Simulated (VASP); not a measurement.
MgGaC4N4: single point with PBE

The system is MgGaC4N4.

```
Mg Ga C N
1.0
     6.04354    0.00000    0.00000
     0.00000    6.04354    0.00000
     0.00000    0.00000    6.04354
Mg Ga C N
1 1 4 4
Direct
  0.00000 0.00000 0.00000
  0.50000 0.50000 0.50000
  0.20720 0.20720 0.20720
  0.20720 0.79280 0.79280
  0.79280 0.20720 0.79280
  0.79280 0.79280 0.20720
  0.31976 0.31976 0.31976
  0.31976 0.68024 0.68024
  0.68024 0.31976 0.68024
  0.68024 0.68024 0.31976
```

```yaml
Program: VASP 6.6.1
Task: single point
Functional: PBE
Potentials_or_basis: VASP PAW PBE potentials, release 64 (Mg, Ga_d, C, N)
Cutoff: 520 eV
k_mesh: 6 × 6 × 6
Occupations: gaussian, width 0.1 eV
Spin: no spin polarisation
```

The pressure is 0.2 GPa and the largest force is 0.362 eV/Å.

Forces on the atoms (eV/Å):
```
Mg   0.000  0.000  0.000
Ga   0.000  0.000  0.000
C   -0.200 -0.200 -0.200
C   -0.200  0.200  0.200
C    0.200 -0.200  0.200
C    0.200  0.200 -0.200
N    0.209  0.209  0.209
N    0.209 -0.209 -0.209
N   -0.209  0.209 -0.209
N   -0.209 -0.209  0.209
```

Levels at points of the mesh, in eV from the Fermi level:
```
           k point  band 21  band 22  band 23  band 24  band 25  band 26  band 27  band 28  band 29  band 30
(0.00, 0.00, 0.00)    -6.60    -6.60    -6.41    -6.41    -6.41    -0.11    -0.11    -0.11     0.53     0.53
(0.50, 0.00, 0.00)    -6.63    -6.63    -6.60    -6.21    -6.21     0.17     0.17     0.24     0.28     0.94
(0.50, 0.50, 0.00)    -6.64    -6.64    -6.53    -6.20    -6.20     0.14     0.39     0.49     0.49     1.24
(0.50, 0.50, 0.50)    -6.50    -6.50    -6.50    -6.50    -6.50     0.25     0.25     0.25     0.73     0.73
```

It took 2.9 min on 1 thread of Intel(R) Xeon(R) Platinum 8375C CPU @ 2.90GHz (Ice Lake), on a shared host, peak memory 0.41 GiB.
